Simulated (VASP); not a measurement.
A run of VASP 6.6.1 is set up as follows.

INCAR

```
PREC = Accurate
ENCUT = 520
EDIFF = 1E-7
ISMEAR = -1
SIGMA = 0.1
LREAL = False
LASPH = True
NELM = 80
ALGO = Normal
ISIF = 2
LWAVE = False
LCHARG = False
GGA = CA
NBANDS = 9
```

Contents of KPOINTS:

```
Automatic mesh
0
Gamma
  9 9 9
```

Contents of POSCAR:

```
Mg
1.0
    0.0000000000      3.2068916188      3.2068916188
    3.2068916188      0.0000000000      3.2068916188
    3.2068916188      3.2068916188      0.0000000000
Mg
2
Direct
    0.1250000000      0.1250000000      0.1250000000
    0.8750000000      0.8750000000      0.8750000000
```

Potentials or basis: VASP PAW LDA potentials, release 64 (Mg).

Launch:

```sh
$ cat potpaw_LDA.64/Mg/POTCAR > POTCAR
$ mpirun -np 1 vasp_std > vasp.out
```

(1) What does it give for the pressure?

(2) Estimate the band gap on the k mesh.

## Answers

(1) 2.0 GPa.

(2) zero (band 2 reaches 4.31 eV, above the bottom of band 3 at -0.03 eV).
